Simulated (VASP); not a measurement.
The system is SnSe.

```
CELL_PARAMETERS angstrom
0.00000 3.01000 3.01000
3.01000 0.00000 3.01000
3.01000 3.01000 0.00000
ATOMIC_POSITIONS crystal
Sn 0.00000 0.00000 0.00000
Se 0.50000 0.50000 0.50000
```

Base run:

| Item | Value |
| --- | --- |
| Program | VASP 6.6.1 |
| Functional | PBE |
| Potentials or basis | VASP PAW PBE potentials, release 64 (Sn_d, Se) |
| Cutoff | 500 eV |
| k mesh | 7 × 7 × 7 |
| Occupations | gaussian, width 0.01 eV |
| Spin | no spin polarisation |

Its results: pressure 1.0 GPa.

The run is repeated on the same cell with these changes: k mesh from 7 × 7 × 7 to 2 × 2 × 2. What comes out?

Pressure -0.7 GPa.

Caveats: some runs use coarse meshes.
